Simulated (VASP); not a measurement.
Wanted: the native input for a VASP 6.6.1 run.

* Task: single point
* Functional: PBEsol
* Potentials or basis: VASP PAW PBE potentials, release 64 (Al, Zn, N)
* Cutoff: 520 eV
* k mesh: 1 × 1 × 1, shifted
* Occupations: fermi-dirac, width 0.05 eV
* Spin: collinear spin
* Dipole correction: no
* Further INCAR settings: LREAL = Auto; ALGO = Normal; EDIFF = 1e-06; NBANDS = 179; ISYM = 0

The structure of Al15ZnN16 (a cell with a defect) lies in POSCAR:

```
Al15ZnN16
1.0
    8.7554440000      0.0000000000      0.0000000000
    0.0000000000      8.7554440000      0.0000000000
    0.0000000000      0.0000000000      8.7554440000
Al Zn N
30 2 32
Direct
    0.9999410000      0.9994790000      0.9999040000
    0.9998160000      0.9993590000      0.5001820000
    0.9995170000      0.5006720000      0.0002680000
    0.9997280000      0.4997390000      0.5005760000
    0.5011160000      0.9990550000      0.0002670000
    0.5001980000      0.9992710000      0.5005700000
    0.5004880000      0.5000320000      0.9996880000
    0.2498080000      0.2493430000      0.0000680000
    0.2503820000      0.7500910000      0.0001470000
    0.2498800000      0.7503600000      0.5003690000
    0.7505370000      0.2499330000      0.0001410000
    0.7508060000      0.2494240000      0.5003640000
    0.7504400000      0.7499750000      0.9997060000
    0.7495200000      0.7490660000      0.5018340000
    0.2493220000      0.9986150000      0.2484130000
    0.2515950000      0.9992840000      0.7509340000
    0.2498450000      0.4995650000      0.2477340000
    0.2488950000      0.5028530000      0.7532200000
    0.7503280000      0.9993660000      0.2506530000
    0.7506630000      0.9990970000      0.7499470000
    0.7507070000      0.5001540000      0.2490500000
    0.7503550000      0.5002020000      0.7510980000
    0.9990650000      0.2488660000      0.2484140000
    0.9997210000      0.2511440000      0.7509310000
    0.9998330000      0.7498520000      0.2506480000
    0.9995400000      0.7502070000      0.7499490000
    0.5000290000      0.2493640000      0.2477280000
    0.5033050000      0.2484580000      0.7532150000
    0.5005920000      0.7502550000      0.2490450000
    0.5006610000      0.7499050000      0.7511100000
    0.5016780000      0.5012340000      0.4984560000
    0.2514820000      0.2510200000      0.4993550000
    0.1247790000      0.1243180000      0.1241940000
    0.1196610000      0.1192140000      0.6323740000
    0.1236860000      0.6265120000      0.1236860000
    0.1251000000      0.6252520000      0.6254060000
    0.6269700000      0.1232300000      0.1236790000
    0.6257160000      0.1246490000      0.6254110000
    0.6256770000      0.6252210000      0.1246330000
    0.6304470000      0.6300040000      0.6330620000
    0.3752360000      0.3747790000      0.1237210000
    0.3728440000      0.3723810000      0.6376850000
    0.3751180000      0.8748400000      0.1233230000
    0.3754950000      0.8747910000      0.6257190000
    0.8753010000      0.3746570000      0.1233160000
    0.8752390000      0.3750310000      0.6257210000
    0.8752900000      0.8748290000      0.1252370000
    0.8754080000      0.8749550000      0.6250170000
    0.3808270000      0.1174470000      0.3670080000
    0.3756520000      0.1242510000      0.8763950000
    0.3679830000      0.6307720000      0.3672740000
    0.3752800000      0.6262510000      0.8767000000
    0.8759330000      0.1240400000      0.3749320000
    0.8751010000      0.1245370000      0.8754100000
    0.8744590000      0.6254450000      0.3751600000
    0.8762020000      0.6253770000      0.8759030000
    0.1178960000      0.3803680000      0.3670190000
    0.1247060000      0.3751980000      0.8763750000
    0.1244970000      0.8754860000      0.3749240000
    0.1249860000      0.8746390000      0.8754150000
    0.6312480000      0.3675200000      0.3672630000
    0.6267130000      0.3748180000      0.8767030000
    0.6259050000      0.8739970000      0.3751710000
    0.6258310000      0.8757490000      0.8759110000
```

The input as run:

INCAR

```
SYSTEM = Al15ZnN16
PREC = Accurate
ENCUT = 520
EDIFF = 1E-6
ISMEAR = -1
SIGMA = 0.05
LREAL = Auto
LASPH = .TRUE.
NELM = 200
ALGO = Normal
ISIF = 2
LWAVE = .FALSE.
LCHARG = .TRUE.
ISPIN = 2
MAGMOM = 0 0 0 0 0 0 0 0 0 0 0 0 0 0 0 0 0 0 0 0 0 0 0 0 0 0 0 0 0 0 0.222 0.222 0 0.222 0 0 0 0 0 0.222 0 0.222 0 0 0 0 0 0 0.222 0 0.222 0 0 0 0 0 0.222 0 0 0 0.222 0 0 0
LORBIT = 11
GGA = PS
LELF = .TRUE.
LVHAR = .TRUE.
NBANDS = 179
ISYM = 0
GGA_COMPAT = .FALSE.
```

KPOINTS

```
Automatic mesh
0
Gamma
  1 1 1
  0.25 0.25 0.25
```

Potentials or basis: VASP PAW PBE potentials, release 64 (Al, Zn, N).

The run is started by

```sh
$ cat potpaw_PBE.64/Al/POTCAR potpaw_PBE.64/Zn/POTCAR potpaw_PBE.64/N/POTCAR > POTCAR
$ mpirun -np 1 vasp_std > vasp.out
```

It gave:

| Quantity | Value |
| --- | --- |
| Pressure | 1.6 GPa |
| Largest force | 0.498 eV/Å |
| Band gap on the k mesh | zero (filled and empty bands overlap) |
| Net moment | -0.01 μB per cell |
| Valence electrons inside the program's atomic spheres | Al 0.82; Zn 10.99, 11.01; N 3.84, 3.79, 3.81, 3.73, 3.80, 3.85, 3.83 (each value once) |

Caveat: the PAW data sets were made with another functional, which shifts forces and pressure a little.

Wall time 69 min on 1 thread of Intel Xeon 8259CL, with other jobs on the host, peak memory 1.3 GiB.
